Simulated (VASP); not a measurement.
A run of VASP 6.6.1:

The input POSCAR:

```
Ag
1.0
   -1.6556540000      1.6556540000      1.6556540000
    1.6556540000     -1.6556540000      1.6556540000
    3.3113080000      3.3113080000      0.0000000000
Ag
2
Direct
    0.0427086083     -0.0427086083      0.0000000000
    0.4572913917      0.5427086083      0.5000000000
```

The input INCAR.step1:

```
ALGO = Normal ; EDIFF = 1E-4
ENCUT = 520 ; GGA = PE
ISMEAR = 0 ; LASPH = True
LCHARG = False ; LREAL = False
LWAVE = True ; NBANDS = 18
NELM = 60 ; PREC = Accurate
SIGMA = 0.15
```

File INCAR.step2:

```
ALGO = Normal ; EDIFF = 1E-6
ENCUT = 520 ; ISIF = 2
ISMEAR = 0 ; ISTART = 1
LASPH = True ; LCHARG = True
LELF = True ; LMIXTAU = True
LREAL = False ; LVHAR = True
LWAVE = False ; METAGGA = R2SCAN
NBANDS = 18 ; NELM = 60
PREC = Accurate ; SIGMA = 0.15
```

The input KPOINTS:

```
k-points
0
Gamma
  18 18 10
```

Potentials or basis: VASP PAW PBE potentials, release 64 (Ag).

The run is started by

```console
$ cat potpaw_PBE.64/Ag/POTCAR > POTCAR
$ cp INCAR.step1 INCAR
$ mpirun -np 1 vasp_std > vasp.out
$ cp INCAR.step2 INCAR
$ mpirun -np 1 vasp_std > vasp.out
```

Hardware: 1 thread of Oxide Virtual Turin-like Processor, with other jobs on the host.

Estimate the wall time of this run.

Wall time 25 min on 1 thread of Oxide Virtual Turin-like Processor, with other jobs on the host, peak memory 0.36 GiB. Counts: k points 546.
